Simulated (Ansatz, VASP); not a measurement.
**SrO: VASP beside Ansatz**

```xyz
2
Lattice="0.0000 2.4413 2.5056 2.4413 0.0000 2.5056 2.4413 2.4413 0.0000" Properties=species:S:1:pos:R:3 pbc="T T T"
Sr    0.0000    0.0000    0.0000
O     2.4413    2.4413    2.5056
```

Change from the starting cell: strain -0.050 along x and y, -0.025 along z, atoms carried along.

Alike in both runs: task single point; functional LDA; k mesh 8 × 8 × 8; occupations gaussian, width 0.05 eV; no spin polarisation.

|  | VASP | Ansatz |
| --- | --- | --- |
| version | VASP 6.6.1 | Ansatz 0.2.0 |
| potentials or method | VASP PAW LDA potentials, release 64 (Sr_sv, O), cutoff 520 eV | scalar-relativistic, plane waves, PAW |
| valence electrons in the cell | 16 | 16 |

Ansatz gave:

* gap on the k mesh at the Fermi level (eV): 2.88
* least direct gap on the mesh (eV): 2.88
* pressure (GPa): 10.7
* traceless stress, the component that is largest in VASP (GPa): -4.03

Question: What did VASP give for the same quantities?

Answer: gap on the k mesh at the Fermi level (eV): 2.82; least direct gap on the mesh (eV): 2.82; pressure (GPa): 12.0; traceless stress, the component that is largest in VASP (GPa): -4.27.

LDA's correlation is that of Perdew and Zunger in VASP and of Perdew and Wang (1992) in Ansatz.
